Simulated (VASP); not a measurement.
A run of VASP 6.6.1 is set up as follows.

Contents of INCAR:

```
  PREC = Accurate
  ENCUT = 520
  EDIFF = 1E-6
  ISMEAR = 1
  SIGMA = 0.1
  LREAL = F
  LASPH = T
  NELM = 60
  ALGO = Normal
  ISIF = 2
  LWAVE = F
  LCHARG = T
  LELF = T
  LVHAR = T
  NBANDS = 23
```

The input KPOINTS:

```
regular mesh
0
Gamma
  9 9 2
```

POSCAR

```
CaMg2
1.0
    3.4450740000      0.0000000000      0.0000000000
   -1.7225370000      2.9835216019      0.0000000000
    0.0000000000      0.0000000000     16.8872990000
Ca Mg
2 4
Direct
    0.6666666667      0.3333333333      0.0955700000
    0.3333333333      0.6666666667      0.9044300000
    0.3333333333      0.6666666667      0.2659900000
    0.6666666667      0.3333333333      0.4220100000
    0.3333333333      0.6666666667      0.5779900000
    0.6666666667      0.3333333333      0.7340100000
```

Potentials or basis: VASP PAW LDA potentials, release 64 (Ca_sv, Mg).

The run is started by

```sh
$ cat potpaw_LDA.64/Ca_sv/POTCAR potpaw_LDA.64/Mg/POTCAR > POTCAR
$ mpirun -np 1 vasp_std > vasp.out
```

Predict the pressure.

-2.0 GPa.

Predict the largest force.

0.128 eV/Å.

Forces on the atoms (eV/Å):
```
Ca   0.000  0.000  0.128
Ca   0.000  0.000 -0.128
Mg   0.000  0.000  0.058
Mg   0.000  0.000  0.007
Mg   0.000  0.000 -0.007
Mg   0.000  0.000 -0.058
```
